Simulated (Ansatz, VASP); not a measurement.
Two plane-wave programs on NbAs

INCAR

```
PREC     = Accurate       # precision mode
ENCUT    = 520            # plane-wave cutoff, eV
EDIFF    = 1E-8           # SCF threshold, eV
ISMEAR   = -1             # smearing method
SIGMA    = 0.08           # smearing width, eV
LREAL    = False          # projectors in reciprocal space
LASPH    = True           # aspherical terms in the spheres
NELM     = 60             # most SCF steps
ALGO     = Normal         # electronic algorithm
ISIF     = 2              # what is computed and relaxed
LWAVE    = False          # write WAVECAR
LCHARG   = False          # write CHGCAR
GGA      = PE             # functional
LEFG     = True         
NBANDS   = 26             # bands
```

KPOINTS

```
regular mesh
0
Gamma
  9 9 5
```

The input POSCAR:

```
NbAs
1.0
    3.3999760739      0.0000000000      0.0000000000
   -1.6999880370      2.9444656523      0.0000000000
    0.0000000000      0.0000000000      8.3619386756
Nb As
2 2
Direct
    0.3333333333      0.6666666667      0.0366264394
    0.6666666667      0.3333333333      0.5366264394
    0.3333333333      0.6666666667      0.3393735606
    0.6666666667      0.3333333333      0.8393735606
```

Input for Ansatz:

```yaml
crystal:
  lattice:
    - [3.3999760739, 0.0, 0.0]
    - [-1.699988037, 2.9444656523, 0.0]
    - [0.0, 0.0, 8.3619386756]
  atoms:
    - { symbol: Nb, position: [0.3333333333, 0.6666666667, 0.0366264394] }
    - { symbol: Nb, position: [0.6666666667, 0.3333333333, 0.5366264394] }
    - { symbol: As, position: [0.3333333333, 0.6666666667, 0.3393735606] }
    - { symbol: As, position: [0.6666666667, 0.3333333333, 0.8393735606] }
kpoints:
  mp_grid: { grid: [9, 9, 5] }
  band_path:
    path:
      - [0.0, 0.0, 0.0]
      - [0.5, 0.0, 0.0]
      - [0.3333333333, 0.3333333333, 0.0]
      - [0.0, 0.0, 0.0]
      - [0.0, 0.0, 0.5]
      - [0.5, 0.0, 0.5]
      - [0.3333333333, 0.3333333333, 0.5]
      - [0.0, 0.0, 0.5]
      - [0.5, 0.0, 0.5]
    npoints: 8
scf:
  occupations: { method: fermi_dirac, width: 0.08 }
hamiltonian:
  xc: pbe
  pseudopotentials: { kind: paw }
output:
  forces: true
  stress: true
  eigenvalues: true
  efg: { contact_densities: true }
  populations: true
  bader: true
  dos: { projected: true, de: 0.2, e_range: [-14, 8] }
```

Alike in both runs: task electric field gradients; functional PBE; k mesh 9 × 9 × 5; occupations fermi-dirac, width 0.08 eV; no spin polarisation.

|  | VASP | Ansatz |
| --- | --- | --- |
| version | VASP 6.6.1 | Ansatz 0.2.0 |
| potentials or method | VASP PAW PBE potentials, release 64 (Nb_sv, As) | PAW with Ansatz's default frozen-core files, scalar-relativistic |
| plane-wave cutoff (eV) | 520 | 420 |
| valence electrons in the cell | 36 | 56 |

Ansatz gave:

```
pressure (GPa)                                                : 0.0
traceless stress, the component that is largest in VASP (GPa) : 0.02
rms of the force components (eV/Å)                            : 0.000
size of Vzz on the site where it differs most (V/Å²)          : 110.7
```

Task: Which values does VASP return?

Result: Pressure (GPa): 0.0; traceless stress, the component that is largest in VASP (GPa): 0.09; rms of the force components (eV/Å): 0.004; size of Vzz on the site where it differs most (V/Å²): 109.1.

Atom by atom the forces differ by 0.004 eV/Å (rms over components). VASP's potentials hold 36 valence electrons a cell and Ansatz's 56, so a difference there can come from the potentials and not from the codes.
